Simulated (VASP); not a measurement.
# AlN (P6_3/mmc) in VASP: further runs, part 2 of 2

VASP 6.6.1. Earlier steps stand in the parts before.

## 4. Relaxation of cell and atoms, PBE

The input, INCAR:

```
PREC = Accurate
ENCUT = 600
EDIFF = 1E-7
ISMEAR = 0
SIGMA = 0.02
LREAL = F
LASPH = T
NELM = 60
ALGO = Normal
ISIF = 3
LWAVE = F
LCHARG = F
GGA = PE
IBRION = 2
NSW = 100
EDIFFG = -0.005
```

The input, KPOINTS:

```
regular mesh
0
Gamma
  9 9 6
```

The input, POSCAR:

```
AlN
1.0
    3.3121157418      0.0000000000      0.0000000000
   -1.6560578709      2.8683763727      0.0000000000
    0.0000000000      0.0000000000      4.1875630000
Al N
2 2
Direct
    0.3333333300      0.6666666700      0.7500000000
    0.6666666700      0.3333333300      0.2500000000
    0.3333333300      0.6666666700      0.2500000000
    0.6666666700      0.3333333300      0.7500000000
```

Potentials or basis: VASP PAW PBE potentials, release 64 (Al, N).

The run is started by

```console
$ cat potpaw_PBE.64/Al/POTCAR potpaw_PBE.64/N/POTCAR > POTCAR
$ mpirun -np 1 vasp_std > vasp.out
```

OUTCAR:

```text
PREC = Accurate
   ENCUT = 600
   EDIFF = 1E-7
   ISMEAR = 0
   LREAL = F
   LASPH = T
   NELM = 60
   ISIF = 3
   GGA = PE
   IBRION = 2
   NSW = 100
   EDIFFG = -0.005

 ion  position               nearest neighbor table
   1  0.333  0.667  0.750-   4 1.91   4 1.91   4 1.91   3 2.09   3 2.09   2 2.84   2 2.84   2 2.84
                             2 2.84   2 2.84   2 2.84
   2  0.667  0.333  0.250-   3 1.91   3 1.91   3 1.91   4 2.09   4 2.09   1 2.84   1 2.84   1 2.84
                             1 2.84   1 2.84   1 2.84
   3  0.333  0.667  0.250-   2 1.91   2 1.91   2 1.91   1 2.09   1 2.09
   4  0.667  0.333  0.750-   1 1.91   1 1.91   1 1.91   2 2.09   2 2.09

  LATTYP: Found a hexagonal cell.
 ALAT       =     3.3121157418
 C/A-ratio  =     1.2643166261

  Lattice vectors:

 A1 = (   3.3121157418,   0.0000000000,   0.0000000000)
 A2 = (  -1.6560578709,   2.8683763727,   0.0000000000)
 A3 = (   0.0000000000,   0.0000000000,   4.1875630000)

Analysis of symmetry for initial positions (statically):
=====================================================================
 Subroutine PRICEL returns:
 Original cell was already a primitive cell.

 Routine SETGRP: Setting up the symmetry group for a
 hexagonal supercell.

 Subroutine GETGRP returns: Found 24 space group operations
 (whereof 12 operations were pure point group operations)
 out of a pool of 24 trial point group operations.

The static configuration has the point symmetry D_3d.
 The point group associated with its full space group is D_6h.

Analysis of symmetry for dynamics (positions and initial velocities):
=====================================================================
 Subroutine PRICEL returns:
 Original cell was already a primitive cell.

 Routine SETGRP: Setting up the symmetry group for a
 hexagonal supercell.

 Subroutine GETGRP returns: Found 24 space group operations
 (whereof 12 operations were pure point group operations)
 out of a pool of 24 trial point group operations.

The dynamic configuration has the point symmetry D_3d.
[... 140 lines left out ...]
 maximum number of plane-waves:      1355
 NGX is ok and might be reduce to    28
   NGX = 13   NGY = 13   NGZ = 17

--------------------------------------- Ionic step        1  -------------------------------------------

 number of electron      16.0000002 magnetization

 Free energy of the ion-electron system (eV)
  ---------------------------------------------------
  ext. energy  EPLUGINS =         0.00000000
  ---------------------------------------------------
  free energy    TOTEN  =       -29.32201878 eV

  energy without entropy =      -29.32201878  energy(sigma->0) =      -29.32201878

------------------------ aborting loop because EDIFF is reached ----------------------------------------

  FORCE on cell =-STRESS in cart. coord.  units (eV):
  Direction    XX          YY          ZZ          XY          YZ          ZX
  --------------------------------------------------------------------------------------
  -------------------------------------------------------------------------------------
  Total       -0.0300835     -0.0300835     -0.0258295      0.0000000      0.0000000      0.0000000
  in kB       -1.2115350     -1.2115350     -1.0402149      0.0000000      0.0000000      0.0000000
  external PRESSURE =      -1.1544283 kB  Pullay stress =       0.0000000 kB
[... 63 lines left out ...]
--------------------------------------- Ionic step        3  -------------------------------------------

 number of electron      16.0000002 magnetization

 Free energy of the ion-electron system (eV)
  ---------------------------------------------------
  ext. energy  EPLUGINS =         0.00000000
  ---------------------------------------------------
  free energy    TOTEN  =       -29.32202886 eV

  energy without entropy =      -29.32202886  energy(sigma->0) =      -29.32202886

 E-fermi :   8.0752     XC(G=0): -11.1639

 val. band max:        7.9571914896   @ k =   0.0000   0.0000   0.0000
 cond. band min:      11.2305892209   @ k =   0.0000   0.0000   0.0000
 fundamental gap:      3.2733977313
 Fermi energy:         8.0752436969

 k-point     1 :       0.0000    0.0000    0.0000
  band No.  band energies     occupation
      1      -8.8323      2.00000
      2      -5.2090      2.00000
      3       1.0898      2.00000
      4       4.6865      2.00000
      5       4.6865      2.00000
      6       6.3472      2.00000
      7       6.3472      2.00000
      8       7.9572      2.00000
      9      11.2306      0.00000
     10      12.3653      0.00000
     11      16.2011      0.00000
     12      16.2011      0.00000
[... 331 lines left out ...]
 k-point    24 :       0.3333    0.3333    0.1667
  band No.  band energies     occupation
      1      -6.2500      2.00000
      2      -6.2500      2.00000
      3       1.4450      2.00000
      4       2.3980      2.00000
      5       2.3980      2.00000
      6       4.9379      2.00000
      7       5.3684      2.00000
      8       5.3684      2.00000
      9      13.7441      0.00000
     10      14.2524      0.00000
     11      16.6858      0.00000
     12      16.6858      0.00000

 [... further k-points ...]
[... 5 lines left out ...]
  --------------------------------------------------------------------------------------
  -------------------------------------------------------------------------------------
  Total        0.0035165      0.0035165     -0.0007052      0.0000000      0.0000000     -0.0000000
  in kB        0.1417097      0.1417097     -0.0284182      0.0000000      0.0000000     -0.0000000
  external PRESSURE =       0.0850004 kB  Pullay stress =       0.0000000 kB
[... 19 lines left out ...]
  FREE ENERGIE OF THE ION-ELECTRON SYSTEM (eV)
  ---------------------------------------------------
  free  energy   TOTEN  =       -29.3220288646 eV

  energy  without entropy=      -29.3220288646  energy(sigma->0) =      -29.32202886

 reached required accuracy - stopping structural energy minimisation
```

OSZICAR:

```text
N       E                     dE             d eps       ncg     rms          rms(c)
DAV:   1     0.575324038252E+02    0.57532E+02   -0.83210E+03  1152   0.135E+03
DAV:   2    -0.294622053224E+02   -0.86995E+02   -0.78683E+02  1664   0.246E+02
DAV:   3    -0.337711148562E+02   -0.43089E+01   -0.42895E+01  1492   0.605E+01
[... 18 lines left out ...]
       N       E                     dE             d eps       ncg     rms          rms(c)
DAV:   1    -0.293220363640E+02   -0.12198E-04   -0.15849E-04  1284   0.121E-01    0.183E-02
DAV:   2    -0.293220291381E+02    0.72259E-05   -0.22910E-05  1284   0.385E-02    0.482E-03
DAV:   3    -0.293220289569E+02    0.18122E-06   -0.11407E-06  1364   0.101E-02    0.162E-03
DAV:   4    -0.293220288646E+02    0.92300E-07   -0.42919E-08   664   0.210E-03
   3 F= -.29322029E+02 E0= -.29322029E+02  d E =-.100817E-04
```

It took 19 s on 1 thread of Intel Xeon 6975P-C (Granite Rapids), shared host; peak memory 0.17 GiB.

Results:

```yaml
Free_energy: -29.3220 eV
Relaxed_volume: 9.94 Å³/atom
Relaxed_cell: a = 3.311 Å, b = 3.311 Å, c = 4.187 Å, α = 90.00°, β = 90.00°, γ = 120.00°
Space_group_after_relaxing_to_0.05_Å: P6_3/mmc (No. 194)
Energy_gained_by_relaxing: 0.0 meV/atom
Ionic_steps: 3
Pressure_after_relaxing: 0.0 GPa
Band_gap_on_the_k_mesh: 3.27 eV, direct
```

Final structure:
```
Al N
1.0
     3.31138    0.00000    0.00000
    -1.65569    2.86774    0.00000
     0.00000    0.00000    4.18676
Al N
2 2
Direct
  0.33333 0.66667 0.75000
  0.66667 0.33333 0.25000
  0.33333 0.66667 0.25000
  0.66667 0.33333 0.75000
```

Levels at points of the mesh, in eV from the valence-band top:
```csv
k point,band 5,band 6,band 7,band 8,band 9,band 10,band 11,band 12
"(0.00, 0.00, 0.00)",-3.27,-1.61,-1.61,0.00,3.27,4.41,8.24,8.24
"(0.00, 0.00, 0.50)",-2.48,-2.48,-2.48,-2.48,5.66,5.66,8.43,8.43
```

## 5. Summary

```tsv
task	cell	cutoff (eV)	smearing	gap on the mesh (eV)	pressure (GPa)
single point	a = 3.313, b = 3.313, c = 4.188 Å, angles 90.0, 90.0, 120.0°, 4 atoms	520	gaussian 0.02 eV	3.26	-0.2
single point	a = 3.313, b = 3.313, c = 4.188 Å, angles 90.0, 90.0, 120.0°, 4 atoms	520	gaussian 0.05 eV	3.26	-0.2
relaxation of cell and atoms	relaxed from a = 3.312, b = 3.312, c = 4.188 Å, angles 90.0, 90.0, 120.0°, 4 atoms	600	gaussian 0.02 eV	3.27	0.0
```

Alike in all rows: level PBE; potentials or basis VASP PAW PBE potentials, release 64 (Al, N); no spin polarisation; k mesh 9 × 9 × 6.

Absolute energies hang on the potentials; compare differences alone.
